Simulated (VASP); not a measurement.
# Na4Hg (Pm-3m) in VASP: single point with PBE

Aim: the single point of Na4Hg with PBE.

Program: VASP 6.6.1. These are calculated values, not measurements. Logs are shortened: lines on timing, memory, paths and dates and some standing lists are left out, and cuts for length are marked.

## Step 1: The cell of the first run

It takes space group Pm-3m (No. 221, cubic). Conventional cell: a = 5.874 Å, b = 5.874 Å, c = 5.874 Å, α = 90.00°, β = 90.00°, γ = 90.00°. Within 5.4 Å of Na (site symmetry m-3m) lie 12 Na at 4.15 Å and 8 Hg at 5.09 Å. Within 3.9 Å of Na (site symmetry 4/mmm) lie 2 Hg at 2.94 Å. Within 3.9 Å of Hg (site symmetry m-3m) lie 6 Na at 2.94 Å.

The cell was built from a structure type or drawn by symmetry, and may not be a known phase.

## Step 2: Single point, PBE

INCAR

```
SYSTEM = Na4Hg
PREC = Accurate
ENCUT = 520
EDIFF = 1E-6
ISMEAR = 0
SIGMA = 0.1
LREAL = .False.
LASPH = .True.
NELM = 100
ALGO = Normal
ISIF = 2
LWAVE = .False.
LCHARG = .True.
GGA = PE
LELF = .True.
LVHAR = .True.
NBANDS = 28
```

KPOINTS

```
Automatic mesh
0
Gamma
  8 8 8
  0 0 0
```

POSCAR

```
Na4Hg
1.0
    5.8742039411      0.0000000000      0.0000000000
    0.0000000000      5.8742039411      0.0000000000
    0.0000000000      0.0000000000      5.8742039411
Na Hg
4 1
Direct
    0.0000000000      0.0000000000      0.0000000000
    0.0000000000      0.5000000000      0.5000000000
    0.5000000000      0.0000000000      0.5000000000
    0.5000000000      0.5000000000      0.0000000000
    0.5000000000      0.5000000000      0.5000000000
```

Potentials or basis: VASP PAW PBE potentials, release 64 (Na_pv, Hg).

Command:

```sh
> cat potpaw_PBE.64/Na_pv/POTCAR potpaw_PBE.64/Hg/POTCAR > POTCAR
> mpirun -np 1 vasp_std > vasp.out
```

OUTCAR:

```text
SYSTEM = Na4Hg
   PREC = Accurate
   ENCUT = 520
   EDIFF = 1E-6
   ISMEAR = 0
   LREAL = .False.
   LASPH = .True.
   NELM = 100
   ISIF = 2
   GGA = PE

 ion  position               nearest neighbor table
   1  0.000  0.000  0.000-
   2  0.000  0.500  0.500-   5 2.94   5 2.94
   3  0.500  0.000  0.500-   5 2.94   5 2.94
   4  0.500  0.500  0.000-   5 2.94   5 2.94
   5  0.500  0.500  0.500-   2 2.94   3 2.94   4 2.94   4 2.94   3 2.94   2 2.94

  LATTYP: Found a simple cubic cell.
 ALAT       =     5.8742039411

  Lattice vectors:

 A1 = (   5.8742039411,   0.0000000000,   0.0000000000)
 A2 = (   0.0000000000,   5.8742039411,   0.0000000000)
 A3 = (   0.0000000000,   0.0000000000,   5.8742039411)

Analysis of symmetry for initial positions (statically):
=====================================================================
 Subroutine PRICEL returns:
 Original cell was already a primitive cell.

 Routine SETGRP: Setting up the symmetry group for a
 simple cubic supercell.

 Subroutine GETGRP returns: Found 48 space group operations
 (whereof 48 operations were pure point group operations)
 out of a pool of 48 trial point group operations.

The static configuration has the point symmetry O_h .

Analysis of symmetry for dynamics (positions and initial velocities):
=====================================================================
 Subroutine PRICEL returns:
 Original cell was already a primitive cell.

 Routine SETGRP: Setting up the symmetry group for a
 simple cubic supercell.

 Subroutine GETGRP returns: Found 48 space group operations
 (whereof 48 operations were pure point group operations)
 out of a pool of 48 trial point group operations.

The dynamic configuration has the point symmetry O_h .

 Subroutine INISYM returns: Found 48 space group operations
 (whereof 48 operations are pure point group operations),
 and found     1 'primitive' translations

----------------------------------------------------------------------------------------

                                     Primitive cell

  volume of cell :     202.6969

  direct lattice vectors                    reciprocal lattice vectors
     5.874203941  0.000000000  0.000000000     0.170235833  0.000000000  0.000000000
     0.000000000  5.874203941  0.000000000     0.000000000  0.170235833  0.000000000
     0.000000000  0.000000000  5.874203941     0.000000000  0.000000000  0.170235833

  length of vectors
     5.874203941  5.874203941  5.874203941     0.170235833  0.170235833  0.170235833

  position of ions in fractional coordinates (direct lattice)
     0.000000000  0.000000000  0.000000000
     0.000000000  0.500000000  0.500000000
     0.500000000  0.000000000  0.500000000
     0.500000000  0.500000000  0.000000000
     0.500000000  0.500000000  0.500000000

  ion indices of the primitive-cell ions
   primitive index   ion index
                 1           1
                 2           2
                 3           3
                 4           4
                 5           5

----------------------------------------------------------------------------------------

 KPOINTS: Automatic mesh

Automatic generation of k-mesh.
 Grid dimensions read from file:
 generate k-points for:    8    8    8

 Generating k-lattice:

  Cartesian coordinates                     Fractional coordinates (reciprocal lattice)
     0.021279479  0.000000000  0.000000000     0.125000000  0.000000000  0.000000000
     0.000000000  0.021279479  0.000000000     0.000000000  0.125000000  0.000000000
     0.000000000  0.000000000  0.021279479     0.000000000  0.000000000  0.125000000

  Length of vectors
     0.021279479  0.021279479  0.021279479

  Shift w.r.t. Gamma in fractional coordinates (k-lattice)
     0.000000000  0.000000000  0.000000000

 Subroutine IBZKPT returns following result:
 ===========================================

 Found     35 irreducible k-points:

 Following reciprocal coordinates:
            Coordinates               Weight
  0.000000  0.000000  0.000000      1.000000
  0.125000  0.000000  0.000000      6.000000
  0.250000  0.000000  0.000000      6.000000
  0.375000  0.000000  0.000000      6.000000
  0.500000  0.000000  0.000000      3.000000
  0.125000  0.125000  0.000000     12.000000
[... 16 lines left out ...]
  0.375000  0.375000  0.125000     24.000000
  0.500000  0.375000  0.125000     24.000000
 [... further k-points ...]
   k-points           NKPTS =     35   k-points in BZ     NKDIM =     35   number of bands    NBANDS=     28
   number of dos      NEDOS =    301   number of ions     NIONS =      5
   total plane-waves  NPLWV = 110592
   dimension x,y,z NGX =    48 NGY =   48 NGZ =   48
   dimension x,y,z NGXF=    96 NGYF=   96 NGZF=   96
   ions per type =               4   1
   NGX,Y,Z   is equivalent  to a cutoff of  13.58, 13.58, 13.58 a.u.
   NGXF,Y,Z  is equivalent  to a cutoff of  27.17, 27.17, 27.17 a.u.
 SYSTEM =  Na4Hg
   PREC   = accura    normal or accurate (medium, high low for compatibility)
   ISTART =      0    job   : 0-new  1-cont  2-samecut
   ICHARG =      2    charge: 1-file 2-atom 10-const
   ISPIN  =      1    spin polarized calculation?
   LNONCOLLINEAR =      F non collinear calculations
   LSORBIT =      F    spin-orbit coupling
   LASPH  =      T    aspherical Exc in radial PAW
   ENCUT  =  520.0 eV  38.22 Ry    6.18 a.u.  10.92 10.92 10.92*2*pi/ulx,y,z
   NELM   =    100;   NELMIN=  2; NELMDL= -5     # of ELM steps
   EDIFF  = 0.1E-05   stopping-criterion for ELM
   LREAL  =      F    real-space projection
   EDIFFG = 0.1E-04   stopping-criterion for IOM
   NSW    =      0    number of steps for IOM
   IBRION =     -1    ionic relax: 0-MD 1-quasi-New 2-CG
   NFREE  =      0    steps in history (QN), initial steepest desc. (CG)
   ISIF   =      2    stress and relaxation
   ISYM   =      2    0-nonsym 1-usesym 2-fastsym
   POTIM  = 0.5000    time-step for ionic-motion
   TEBEG  =    0.0;   TEEND  =   0.0 temperature during run
   PSTRESS=    0.0 pullay stress
   NELECT =      40.0000    total number of electrons
   NUPDOWN=      -1.0000    fix difference up-down
   EMIN   =  10.00;   EMAX   =-10.00  energy-range for DOS
   EFERMI =   0.00;   METHOD = LEGACY
   ISMEAR =     0;   SIGMA  =   0.10  broadening in eV -4-tet -1-fermi 0-gaus
   EFERMI_NEDOS =   21; number of points for ismear=-14 and -15
   IALGO  =     38    algorithm
   IMIX   =      4    mixing-type and parameters
     AMIX     =   0.40;   BMIX     =  1.00
     AMIX_MAG =   1.60;   BMIX_MAG =  1.00
  volume/ion in A,a.u.               =      40.54       273.57
  Fermi-wavevector in a.u.,A,eV,Ry     =   0.953116  1.801128 12.359945  0.908430
  Thomas-Fermi vector in A             =   2.081741
   LORBIT       =      0    0 simple, 1 ext, 2 COOP (PROOUT), +10 PAW based schemes
   GGA     = PE    functional components
   LHFCALC =     F    Hartree Fock is set to
   AEXX    =    0.0000 exact exchange contribution
   IVDW    =     0    specifies the selected vdW correction
   LEPSILON=     F    determine dielectric tensor
   LRPA    =     F    only Hartree local field effects (RPA)
 non-spin polarized calculation
 Gauss-broadening in eV      SIGMA  =   0.10
  energy-cutoff  :      520.00
  volume of cell :      202.70
 maximum number of plane-waves:      5520
 NGX is ok and might be reduce to    48
   NGX = 21   NGY = 21   NGZ = 21

 number of electron      40.0000053 magnetization

 Free energy of the ion-electron system (eV)
  ---------------------------------------------------
  ext. energy  EPLUGINS =         0.00000000
  ---------------------------------------------------
  free energy    TOTEN  =        -5.47229070 eV

  energy without entropy =       -5.45482037  energy(sigma->0) =       -5.46355554

 E-fermi :   0.1354     XC(G=0):  -6.5264

 val. band max:        0.1138972848   @ k =   0.3750   0.2500   0.2500
 cond. band min:       0.1384689130   @ k =   0.5000   0.3750   0.0000
 fundamental gap:      0.0245716282
 Fermi energy:         0.1353986927

 k-point     1 :       0.0000    0.0000    0.0000
  band No.  band energies     occupation
      1     -25.3067      2.00000
      2     -25.3067      2.00000
      3     -25.3067      2.00000
      4     -24.6573      2.00000
      5     -24.6573      2.00000
      6     -24.6573      2.00000
[... 20 lines left out ...]
     27       4.4657      0.00000
     28       5.6717      0.00000

 k-point     2 :       0.1250    0.0000    0.0000
  band No.  band energies     occupation
      1     -25.3067      2.00000
      2     -25.3067      2.00000
      3     -25.3067      2.00000
      4     -24.6571      2.00000
      5     -24.6571      2.00000
      6     -24.6571      2.00000
[... 20 lines left out ...]
     27       4.1268      0.00000
     28       5.3988      0.00000

 k-point     3 :       0.2500    0.0000    0.0000
  band No.  band energies     occupation
      1     -25.3068      2.00000
      2     -25.3067      2.00000
      3     -25.3067      2.00000
      4     -24.6566      2.00000
      5     -24.6566      2.00000
      6     -24.6566      2.00000
[... 20 lines left out ...]
     27       3.9261      0.00000
     28       4.6631      0.00000

 k-point     4 :       0.3750    0.0000    0.0000
  band No.  band energies     occupation
      1     -25.3068      2.00000
      2     -25.3067      2.00000
      3     -25.3067      2.00000
      4     -24.6560      2.00000
      5     -24.6560      2.00000
      6     -24.6558      2.00000
[... 578 lines left out ...]
     27       4.3441      0.00000
     28       4.8311      0.00000

 k-point    23 :       0.3750    0.3750    0.1250
  band No.  band energies     occupation
      1     -25.3068      2.00000
      2     -25.3068      2.00000
      3     -25.3067      2.00000
      4     -24.6590      2.00000
      5     -24.6559      2.00000
      6     -24.6544      2.00000
[... 20 lines left out ...]
     27       4.6164      0.00000
     28       4.6690      0.00000

 k-point    24 :       0.5000    0.3750    0.1250
  band No.  band energies     occupation
      1     -25.3068      2.00000
      2     -25.3068      2.00000
      3     -25.3067      2.00000
      4     -24.6592      2.00000
      5     -24.6562      2.00000
      6     -24.6543      2.00000
[... 20 lines left out ...]
     27       4.4172      0.00000
     28       4.8494      0.00000

 [... further k-points ...]

------------------------ aborting loop because EDIFF is reached ----------------------------------------

  FORCE on cell =-STRESS in cart. coord.  units (eV):
  Direction    XX          YY          ZZ          XY          YZ          ZX
  --------------------------------------------------------------------------------------
  -------------------------------------------------------------------------------------
  Total        0.0045163      0.0045163      0.0045163     -0.0000000     -0.0000000      0.0000000
  in kB        0.0356981      0.0356981      0.0356981     -0.0000000     -0.0000000      0.0000000
  external PRESSURE =       0.0356981 kB  Pullay stress =       0.0000000 kB

 VOLUME and BASIS-vectors are now :
 -----------------------------------------------------------------------------
  energy-cutoff  :      520.00
  volume of cell :      202.70
      direct lattice vectors                 reciprocal lattice vectors
     5.874203941  0.000000000  0.000000000     0.170235833  0.000000000  0.000000000
     0.000000000  5.874203941  0.000000000     0.000000000  0.170235833  0.000000000
     0.000000000  0.000000000  5.874203941     0.000000000  0.000000000  0.170235833

 POSITION                                       TOTAL-FORCE (eV/Angst)
 -----------------------------------------------------------------------------------
      0.00000      0.00000      0.00000         0.000000      0.000000      0.000000
      0.00000      2.93710      2.93710         0.000000      0.000000      0.000000
      2.93710      0.00000      2.93710         0.000000      0.000000      0.000000
      2.93710      2.93710      0.00000         0.000000      0.000000      0.000000
      2.93710      2.93710      2.93710         0.000000      0.000000      0.000000
 -----------------------------------------------------------------------------------
    total drift:                                0.000000     -0.000000     -0.000000

  FREE ENERGIE OF THE ION-ELECTRON SYSTEM (eV)
  ---------------------------------------------------
  free  energy   TOTEN  =        -5.4722906993 eV

  energy  without entropy=       -5.4548203711  energy(sigma->0) =       -5.46355554
```

Wall time 3.3 min (1 thread of AMD EPYC 7R43 (Zen 3), shared host); peak memory 0.38 GiB.

What came out:

* Free energy: -5.4723 eV
* Pressure: 0.0 GPa
* Band gap on the k mesh: zero (bands 20 and 21 overlap by 1.10 eV)

Caveat: spin-orbit coupling is left out, which moves the levels of the heavy elements.
